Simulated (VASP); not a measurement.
BN, 4 atoms in the cell. The typed cell holds 4 atoms: a = 2.554 Å, b = 2.554 Å, c = 4.227 Å, α = 90.00°, β = 90.00°, γ = 120.00°.  This cell differs from its parent crystal: atom 3 (N) moved by (+0.200, +0.100) A along [1 1 0] and z.

```yaml
Program: VASP 6.6.1
Task: single point
Functional: r2SCAN
Potentials_or_basis: VASP PAW PBE potentials, release 64 (B, N)
Cutoff: 520 eV
k_mesh: 12 × 12 × 6
Occupations: gaussian, width 0.05 eV
Spin: no spin polarisation
Dipole_correction: no
Further_INCAR_settings: ALGO = Normal; EDIFF = 1e-06; NBANDS = 16
```

Potentials or basis: VASP PAW PBE potentials, release 64 (B, N).

Run with:

```bash
$ cat potpaw_PBE.64/B/POTCAR potpaw_PBE.64/N/POTCAR > POTCAR
$ cp INCAR.step1 INCAR
$ mpirun -np 1 vasp_std > vasp.out
$ cp INCAR.step2 INCAR
$ mpirun -np 1 vasp_std > vasp.out
```

Hardware: 1 thread of Intel(R) Xeon(R) Platinum 8375C CPU @ 2.90GHz (Ice Lake), on a shared host.

Q: Estimate the wall time of this run.

A: It took 6.7 min on 1 thread of Intel(R) Xeon(R) Platinum 8375C CPU @ 2.90GHz (Ice Lake) (shared host), peak memory 0.24 GiB. Counts: k points 436.
